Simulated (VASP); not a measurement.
Pt: single point with LDA

The system is Pt.

```
Pt
1.0
     0.00000    1.94683    1.94683
     1.94683    0.00000    1.94683
     1.94683    1.94683    0.00000
Pt
1
Direct
  0.00000 0.00000 0.00000
```

```json
{
 "Program": "VASP 6.6.1",
 "Task": "single point",
 "Functional": "LDA",
 "Potentials or basis": "VASP PAW LDA potentials, release 64 (Pt)",
 "Cutoff": "520 eV",
 "k mesh": "18 × 18 × 18",
 "Occupations": "gaussian, width 0.1 eV",
 "Spin": "no spin polarisation",
 "Dipole correction": "no",
 "Further INCAR settings": "ALGO = Fast; EDIFF = 1e-06; NBANDS = 11"
}
```

```
Pressure               : 0.8 GPa
Band gap on the k mesh : zero (band 5 reaches 12.08 eV, above the bottom of band 6 at 9.77 eV)
```

Levels at points of the mesh, in eV from the Fermi level:
| k point | band 1 | band 2 | band 3 | band 4 | band 5 | band 6 | band 7 | band 8 | band 9 | band 10 |
| --- | --- | --- | --- | --- | --- | --- | --- | --- | --- | --- |
| (0.00, 0.00, 0.00) | -10.49 | -3.96 | -3.96 | -3.96 | -1.69 | -1.69 | 14.55 | 19.60 | 19.60 | 19.60 |
| (0.50, 0.00, 0.00) | -7.60 | -4.02 | -4.02 | -0.57 | 0.05 | 0.05 | 5.99 | 14.13 | 19.04 | 19.04 |
| (0.50, 0.50, 0.00) | -7.34 | -6.89 | 0.03 | 0.51 | 0.51 | 1.72 | 9.10 | 11.40 | 11.40 | 20.47 |

Run time: 21 s on 1 thread of Intel Xeon 6975P-C, with other jobs on the host, peak memory 0.15 GiB.

Caveat: spin-orbit coupling is left out, which moves the levels of the heavy elements.
